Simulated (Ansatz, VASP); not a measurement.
Sc3Al in VASP and in Ansatz

The input INCAR:

```
PREC = Accurate
ENCUT = 520
EDIFF = 1E-7
ISMEAR = 0
SIGMA = 0.15
LREAL = False
LASPH = True
NELM = 100
ALGO = Fast
ISIF = 2
LWAVE = False
LCHARG = True
GGA = PS
LELF = True
LVHAR = True
NBANDS = 26
```

The input KPOINTS:

```
Automatic mesh
0
Gamma
  12 12 12
```

The input POSCAR:

```
Sc3Al
1.0
    4.3747949987      0.0000000000      0.0000000000
    0.0000000000      4.3747949987      0.0000000000
    0.0000000000      0.0000000000      4.5060388487
Sc Al
3 1
Direct
    0.5000000000      0.0000000000      0.5000000000
    0.0000000000      0.5000000000      0.5000000000
    0.5000000000      0.5000000000      0.0000000000
    0.0000000000      0.0000000000      0.0000000000
```

Input for Ansatz:

```yaml
crystal:
  lattice:
    - [4.3747949987, 0.0, 0.0]
    - [0.0, 4.3747949987, 0.0]
    - [0.0, 0.0, 4.5060388487]
  atoms:
    - { symbol: Sc, position: [0.5, 0.0, 0.5] }
    - { symbol: Sc, position: [0.0, 0.5, 0.5] }
    - { symbol: Sc, position: [0.5, 0.5, 0.0] }
    - { symbol: Al, position: [0.0, 0.0, 0.0] }
basis:
  ecutwfc: 420
kpoints:
  mp_grid: { grid: [12, 12, 12] }
hamiltonian:
  xc: pbesol
scf:
  occupations: { method: gaussian, width: 0.15 }
output:
  forces: true
  stress: true
  eigenvalues: true
```

Change from the starting cell: strain +0.000 along x and y, +0.030 along z, atoms carried along.

Alike in both runs: task single point; functional PBEsol; k mesh 12 × 12 × 12; occupations gaussian, width 0.15 eV; no spin polarisation.

|  | VASP | Ansatz |
| --- | --- | --- |
| version | VASP 6.6.1 | Ansatz 0.2.0 |
| potentials or method | VASP PAW PBE potentials, release 64 (Sc_sv, Al), cutoff 520 eV | scalar-relativistic, plane waves, PAW |
| valence electrons in the cell | 36 | 36 |

VASP gave:

- gap on the k mesh at the Fermi level (eV): none
- pressure (GPa): -1.8
- traceless stress, the component that is largest in VASP (GPa): -1.26

Which values does Ansatz return?

gap on the k mesh at the Fermi level (eV): none; pressure (GPa): -1.9; traceless stress, the component that is largest in VASP (GPa): -1.26.

VASP's potentials were made for PBE, not for PBEsol. A gap of «none» marks a metal or a gap that the smearing closes.
